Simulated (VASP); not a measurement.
Crystal: CaSe.

```
CELL_PARAMETERS angstrom
0.00000 3.11624 3.11624
3.11624 0.00000 3.11624
3.11624 3.11624 0.00000
ATOMIC_POSITIONS crystal
Ca 0.00000 0.00000 0.00000
Se 0.25000 0.25000 0.25000
```

This cell differs from its parent crystal: strain -5.0%.

Program: VASP 6.6.1. Alike in all runs: task single point; potentials or basis VASP PAW PBE potentials, release 64 (Ca_sv, Se); no spin polarisation; cell as given; cutoff (eV) 520.

Order these runs on this cell by their band gap on the k mesh, lowest first.
A. level r2SCAN; k mesh 6 × 6 × 6; smearing gaussian 0.01 eV
B. level PBE; k mesh 6 × 6 × 6; smearing fermi-dirac 0.02 eV
C. level HSE06; k mesh 4 × 4 × 4; smearing gaussian 0.01 eV; grid for exact exchange (PRECFOCK) Normal; screening parameter 0.2079 1/Å

B (3.51 eV), A (3.88 eV), C (4.51 eV).

Caveats: some runs use coarse meshes.

A k mesh can miss the band edges.
